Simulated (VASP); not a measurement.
# SnO2 (R-3m) in VASP: notebook, part 2 of 2

VASP 6.6.1.

## Step 5: Single point, PBEsol

This run uses another cell than the first one, of 13.48 Å³/atom, 1.085 times its volume.

INCAR reads:

```
SYSTEM = SnO2
ALGO = Normal ; EDIFF = 1E-6
ENCUT = 520 ; GGA = PS
ISIF = 2 ; ISMEAR = 0
LASPH = .True. ; LCHARG = .False.
LREAL = .False. ; LWAVE = .False.
NBANDS = 20 ; NELM = 80
PREC = Accurate ; SIGMA = 0.05
```

KPOINTS reads:

```
k-points
0
Gamma
  12 12 12
  0 0 0
```

POSCAR reads:

```
SnO2
1.0
    1.6195307937      0.9350365397      4.4491903378
   -1.6195307937      0.9350365397      4.4491903378
    0.0000000000     -1.8700730794      4.4491903378
Sn O
1 2
Direct
    0.5000000000      0.5000000000      0.5000000000
    0.2604838868      0.2604838868      0.2604838868
    0.7395161132      0.7395161132      0.7395161132
```

Potentials or basis: VASP PAW PBE potentials, release 64 (Sn_d, O).

Started as:

```console
$ cat potpaw_PBE.64/Sn_d/POTCAR potpaw_PBE.64/O/POTCAR > POTCAR
$ mpirun -np 1 vasp_std > vasp.out
```

OUTCAR:

```text
SYSTEM = SnO2
   EDIFF = 1E-6
   ENCUT = 520
   GGA = PS
   ISIF = 2
   ISMEAR = 0
   LASPH = .True.
   LREAL = .False.
   NELM = 80
   PREC = Accurate

 ion  position               nearest neighbor table
   1  0.500  0.500  0.500-   2 2.25   3 2.25   2 2.25   2 2.25   3 2.25   3 2.25
   2  0.260  0.260  0.260-   1 2.25   1 2.25   1 2.25
   3  0.740  0.740  0.740-   1 2.25   1 2.25   1 2.25

  LATTYP: Found a trigonal (rhomboedric) cell.
 ALAT       =     4.8262270962
 COS(alpha) =     0.7747872837

  Lattice vectors:

 A1 = (   1.6195307937,   0.9350365397,   4.4491903378)
 A2 = (  -1.6195307937,   0.9350365397,   4.4491903378)
 A3 = (   0.0000000000,  -1.8700730794,   4.4491903378)

Analysis of symmetry for initial positions (statically):
=====================================================================
 Subroutine PRICEL returns:
 Original cell was already a primitive cell.

 Routine SETGRP: Setting up the symmetry group for a
 trigonal (rhombohedral) supercell.

 Subroutine GETGRP returns: Found 12 space group operations
 (whereof 12 operations were pure point group operations)
 out of a pool of 12 trial point group operations.

The static configuration has the point symmetry D_3d.

Analysis of symmetry for dynamics (positions and initial velocities):
=====================================================================
 Subroutine PRICEL returns:
 Original cell was already a primitive cell.

 Routine SETGRP: Setting up the symmetry group for a
 trigonal (rhombohedral) supercell.

 Subroutine GETGRP returns: Found 12 space group operations
 (whereof 12 operations were pure point group operations)
 out of a pool of 12 trial point group operations.

The dynamic configuration has the point symmetry D_3d.

 Subroutine INISYM returns: Found 12 space group operations
 (whereof 12 operations are pure point group operations),
 and found     1 'primitive' translations

----------------------------------------------------------------------------------------

                                     Primitive cell

  volume of cell :      40.4250

  direct lattice vectors                    reciprocal lattice vectors
     1.619530794  0.935036540  4.449190338     0.308731394  0.178246154  0.074919998
    -1.619530794  0.935036540  4.449190338    -0.308731394  0.178246154  0.074919998
     0.000000000 -1.870073079  4.449190338     0.000000000 -0.356492307  0.074919998

  length of vectors
     4.826227096  4.826227096  4.826227096     0.364279798  0.364279798  0.364279798

  position of ions in fractional coordinates (direct lattice)
     0.500000000  0.500000000  0.500000000
     0.260483887  0.260483887  0.260483887
     0.739516113  0.739516113  0.739516113

  ion indices of the primitive-cell ions
   primitive index   ion index
                 1           1
                 2           2
                 3           3

----------------------------------------------------------------------------------------

 KPOINTS: k-points

Automatic generation of k-mesh.
 Grid dimensions read from file:
 generate k-points for:   12   12   12

 Generating k-lattice:

  Cartesian coordinates                     Fractional coordinates (reciprocal lattice)
     0.025727616  0.014853846  0.006243333     0.083333333 -0.000000000 -0.000000000
    -0.025727616  0.014853846  0.006243333    -0.000000000  0.083333333 -0.000000000
     0.000000000 -0.029707692  0.006243333    -0.000000000 -0.000000000  0.083333333

  Length of vectors
     0.030356650  0.030356650  0.030356650

  Shift w.r.t. Gamma in fractional coordinates (k-lattice)
     0.000000000  0.000000000  0.000000000

 Subroutine IBZKPT returns following result:
 ===========================================

 Found    189 irreducible k-points:

 Following reciprocal coordinates:
            Coordinates               Weight
  0.000000  0.000000  0.000000      1.000000
  0.083333  0.000000  0.000000      6.000000
  0.166667  0.000000  0.000000      6.000000
  0.250000 -0.000000 -0.000000      6.000000
  0.333333 -0.000000  0.000000      6.000000
  0.416667  0.000000  0.000000      6.000000
[... 16 lines left out ...]
  0.500000  0.166667  0.000000     12.000000
 -0.416667  0.166667  0.000000     12.000000
 [... further k-points ...]
   k-points           NKPTS =    189   k-points in BZ     NKDIM =    189   number of bands    NBANDS=     20
   number of dos      NEDOS =    301   number of ions     NIONS =      3
   total plane-waves  NPLWV =  46656
   dimension x,y,z NGX =    36 NGY =   36 NGZ =   36
   dimension x,y,z NGXF=    72 NGYF=   72 NGZF=   72
   ions per type =               1   2
   NGX,Y,Z   is equivalent  to a cutoff of  12.40, 12.40, 12.40 a.u.
   NGXF,Y,Z  is equivalent  to a cutoff of  24.80, 24.80, 24.80 a.u.
 SYSTEM =  SnO2
   PREC   = accura    normal or accurate (medium, high low for compatibility)
   ISTART =      0    job   : 0-new  1-cont  2-samecut
   ICHARG =      2    charge: 1-file 2-atom 10-const
   ISPIN  =      1    spin polarized calculation?
   LNONCOLLINEAR =      F non collinear calculations
   LSORBIT =      F    spin-orbit coupling
   LASPH  =      T    aspherical Exc in radial PAW
   ENCUT  =  520.0 eV  38.22 Ry    6.18 a.u.   8.97  8.97  8.97*2*pi/ulx,y,z
   NELM   =     80;   NELMIN=  2; NELMDL= -5     # of ELM steps
   EDIFF  = 0.1E-05   stopping-criterion for ELM
   LREAL  =      F    real-space projection
   EDIFFG = 0.1E-04   stopping-criterion for IOM
   NSW    =      0    number of steps for IOM
   IBRION =     -1    ionic relax: 0-MD 1-quasi-New 2-CG
   NFREE  =      0    steps in history (QN), initial steepest desc. (CG)
   ISIF   =      2    stress and relaxation
   ISYM   =      2    0-nonsym 1-usesym 2-fastsym
   POTIM  = 0.5000    time-step for ionic-motion
   TEBEG  =    0.0;   TEEND  =   0.0 temperature during run
   PSTRESS=    0.0 pullay stress
   NELECT =      26.0000    total number of electrons
   NUPDOWN=      -1.0000    fix difference up-down
   EMIN   =  10.00;   EMAX   =-10.00  energy-range for DOS
   EFERMI =   0.00;   METHOD = LEGACY
   ISMEAR =     0;   SIGMA  =   0.05  broadening in eV -4-tet -1-fermi 0-gaus
   EFERMI_NEDOS =   21; number of points for ismear=-14 and -15
   IALGO  =     38    algorithm
   IMIX   =      4    mixing-type and parameters
     AMIX     =   0.40;   BMIX     =  1.00
     AMIX_MAG =   1.60;   BMIX_MAG =  1.00
  volume/ion in A,a.u.               =      13.48        90.93
  Fermi-wavevector in a.u.,A,eV,Ry     =   1.413132  2.670431 27.170030  1.996941
  Thomas-Fermi vector in A             =   2.534809
   LORBIT       =      0    0 simple, 1 ext, 2 COOP (PROOUT), +10 PAW based schemes
   GGA     = PS    functional components
   LHFCALC =     F    Hartree Fock is set to
   AEXX    =    0.0000 exact exchange contribution
   IVDW    =     0    specifies the selected vdW correction
   LEPSILON=     F    determine dielectric tensor
   LRPA    =     F    only Hartree local field effects (RPA)
 non-spin polarized calculation
 Gauss-broadening in eV      SIGMA  =   0.05
  energy-cutoff  :      520.00
  volume of cell :       40.43
 maximum number of plane-waves:      1108
   NGX = 17   NGY = 17   NGZ = 17

 number of electron      25.9999998 magnetization

 Free energy of the ion-electron system (eV)
  ---------------------------------------------------
  ext. energy  EPLUGINS =         0.00000000
  ---------------------------------------------------
  free energy    TOTEN  =       -18.39551819 eV

  energy without entropy =      -18.39551819  energy(sigma->0) =      -18.39551819

 E-fermi :   4.7293     XC(G=0): -11.0068

 val. band max:        4.4166575456   @ k =   0.3333   0.3333   0.0000
 cond. band min:       5.1797487410   @ k =   0.0000   0.0000   0.0000
 fundamental gap:      0.7630911954
 Fermi energy:         4.7293261671

 k-point     1 :       0.0000    0.0000    0.0000
  band No.  band energies     occupation
      1     -15.7622      2.00000
      2     -15.7622      2.00000
      3     -15.7452      2.00000
      4     -15.5841      2.00000
      5     -15.5841      2.00000
      6     -13.2938      2.00000
[... 12 lines left out ...]
     19      20.2961      0.00000
[... 513 lines left out ...]
      4     -15.5767      2.00000
      5     -15.5563      2.00000
      6     -11.6728      2.00000
[... 12 lines left out ...]
     19      17.8063      0.00000
     20      20.5672      0.00000

 [... further k-points ...]

------------------------ aborting loop because EDIFF is reached ----------------------------------------

  FORCE on cell =-STRESS in cart. coord.  units (eV):
  Direction    XX          YY          ZZ          XY          YZ          ZX
  --------------------------------------------------------------------------------------
  -------------------------------------------------------------------------------------
  Total       -3.4034477     -3.4034477     -6.7305030     -0.0000000     -0.0000000      0.0000000
  in kB     -134.8899646   -134.8899646   -266.7522397     -0.0000000     -0.0000000      0.0000000
  external PRESSURE =    -178.8440563 kB  Pullay stress =       0.0000000 kB

 VOLUME and BASIS-vectors are now :
 -----------------------------------------------------------------------------
  energy-cutoff  :      520.00
  volume of cell :       40.43
      direct lattice vectors                 reciprocal lattice vectors
     1.619530794  0.935036540  4.449190338     0.308731394  0.178246154  0.074919998
    -1.619530794  0.935036540  4.449190338    -0.308731394  0.178246154  0.074919998
     0.000000000 -1.870073079  4.449190338     0.000000000 -0.356492307  0.074919998

 POSITION                                       TOTAL-FORCE (eV/Angst)
 -----------------------------------------------------------------------------------
      0.00000      0.00000      6.67379         0.000000     -0.000000      0.000000
      0.00000      0.00000      3.47683        -0.000000      0.000000     -3.278574
      0.00000      0.00000      9.87074        -0.000000      0.000000      3.278574
 -----------------------------------------------------------------------------------
    total drift:                                0.000000     -0.000000      0.000000

  FREE ENERGIE OF THE ION-ELECTRON SYSTEM (eV)
  ---------------------------------------------------
  free  energy   TOTEN  =       -18.3955181853 eV

  energy  without entropy=      -18.3955181853  energy(sigma->0) =      -18.39551819
```

OSZICAR:

```text
N       E                     dE             d eps       ncg     rms          rms(c)
DAV:   1     0.245049475331E+03    0.24505E+03   -0.13888E+04  8012   0.194E+03
DAV:   2     0.666030075541E+01   -0.23839E+03   -0.22635E+03  8196   0.488E+02
DAV:   3    -0.198581431266E+02   -0.26518E+02   -0.26180E+02  8768   0.137E+02
DAV:   4    -0.206064773554E+02   -0.74833E+00   -0.74766E+00  8372   0.244E+01
DAV:   5    -0.206206524843E+02   -0.14175E-01   -0.14175E-01  9176   0.359E+00    0.873E+00
DAV:   6    -0.185116448958E+02    0.21090E+01   -0.11159E+01 11512   0.567E+01    0.421E+00
DAV:   7    -0.184236732921E+02    0.87972E-01   -0.71282E-01  7984   0.702E+00    0.187E+00
DAV:   8    -0.183976183854E+02    0.26055E-01   -0.10108E-01  8128   0.281E+00    0.391E-01
DAV:   9    -0.183954235887E+02    0.21948E-02   -0.86617E-03 11632   0.941E-01    0.110E-01
DAV:  10    -0.183954824525E+02   -0.58864E-04   -0.17479E-03  8392   0.407E-01    0.314E-02
DAV:  11    -0.183955168026E+02   -0.34350E-04   -0.69240E-05  9840   0.832E-02    0.174E-02
DAV:  12    -0.183955182435E+02   -0.14409E-05   -0.13288E-05  9116   0.302E-02    0.410E-03
DAV:  13    -0.183955181853E+02    0.58168E-07   -0.63003E-07  5584   0.666E-03
   1 F= -.18395518E+02 E0= -.18395518E+02  d E =-.183638E-20
```

stdout:

```text
POSCAR found type information on POSCAR SnO
 POSCAR found :  2 types and       3 ions
 scaLAPACK will be used
 -----------------------------------------------------------------------------
|                                                                             |
|                                                                             |
|     You enforced a specific xc type in the INCAR file but a different       |
|     I HOPE YOU KNOW WHAT YOU ARE DOING!                                     |
|                                                                             |
 -----------------------------------------------------------------------------

 LDA part: xc-table for (Slater+PW92), standard interpolation
 POSCAR, INCAR and KPOINTS ok, starting setup
 FFT: planning ... GRIDC
 FFT: planning ... GRID_SOFT
 FFT: planning ... GRID
 WAVECAR not read
 entering main loop
```

Run time: 2.5 min. Hardware: 1 thread of Intel Xeon Platinum 8375C at 2.90GHz (Ice Lake), shared host; peak memory 0.3 GiB.

What came out:

```yaml
Free_energy: -18.3955 eV
Pressure: -17.9 GPa
Largest_force: 3.279 eV/Å
Band_gap_on_the_k_mesh: 0.76 eV, indirect (least direct gap 0.83 eV)
```

Forces on the atoms (eV/Å):
```
Sn   0.000  0.000  0.000
O    0.000  0.000 -3.279
O    0.000  0.000  3.279
```

Stress tensor (GPa, compression positive):
```
-13.49   0.00   0.00
  0.00 -13.49   0.00
  0.00   0.00 -26.68
```

Caveat: the PAW data sets were made with another functional, which shifts forces and pressure a little; spin-orbit coupling is left out, which moves the levels of the heavy elements.

## Step 6: The runs side by side

| cell | gap on the mesh (eV) | pressure (GPa) | largest force (eV/Å) |
| --- | --- | --- | --- |
| a = 4.697 Å, angles 39.2°, 3 atoms | 1.40 | -3.5 | 1.82 |
| a = 4.741 Å, angles 39.2°, 3 atoms | 0.97 | -12.2 | 3.08 |
| a = 4.826 Å, angles 39.2°, 3 atoms | 0.76 | -17.9 | 3.28 |

Some of these runs hold the atoms at other places in the same cell, which the table doesn't show; runs alike in all that it shows share one row.

Alike in all rows: task single point; level PBEsol; potentials or basis VASP PAW PBE potentials, release 64 (Sn_d, O); no spin polarisation; k mesh 12 × 12 × 12; cutoff (eV) 520; smearing gaussian 0.05 eV.

Caveats: the PAW data sets were made with another functional, which shifts forces and pressure a little; spin-orbit coupling is left out, which moves the levels of the heavy elements.

Absolute energies hang on the potentials; compare differences alone.
